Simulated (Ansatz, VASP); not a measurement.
Re in VASP and in Ansatz

```
CELL_PARAMETERS angstrom
2.90271 -0.07624 0.08296
-1.51738 2.42219 -0.05418
0.26808 -0.04738 9.05907
ATOMIC_POSITIONS crystal
Re 0.99448 0.04620 0.98070
Re 0.35429 0.67893 0.25783
Re 0.97755 0.98615 0.49864
Re 0.67369 0.28872 0.76284
```

Change from the starting cell: all atoms moved at random, cell strained at random.

Alike in both runs: task single point; functional PBEsol; k mesh 16 × 16 × 4; occupations gaussian, width 0.1 eV; no spin polarisation.

|  | VASP | Ansatz |
| --- | --- | --- |
| version | VASP 6.6.1 | Ansatz 0.2.0 |
| potentials or method | VASP PAW PBE potentials, release 64 (Re), cutoff 520 eV | scalar-relativistic, plane waves, PAW |
| valence electrons in the cell | 28 | 60 |

Ansatz gave:

```
gap on the k mesh at the Fermi level (eV)                     : none
pressure (GPa)                                                : -15.9
traceless stress, the component that is largest in VASP (GPa) : 8.09
rms of the force components (eV/Å)                            : 1.121
```

Task: What did VASP give for the same quantities?

Result: gap on the k mesh at the Fermi level (eV): none; pressure (GPa): -16.4; traceless stress, the component that is largest in VASP (GPa): 8.02; rms of the force components (eV/Å): 1.087.

VASP's potentials were made for PBE, not for PBEsol. Atom by atom the forces differ by 0.039 eV/Å (rms over components). A gap of «none» marks a metal or a gap that the smearing closes. The functional is the same, so the differences come from potentials, cutoffs and numerics. VASP's potentials hold 28 valence electrons a cell and Ansatz's 60, so a difference there can come from the potentials and not from the codes.

Spin-orbit coupling is off throughout.
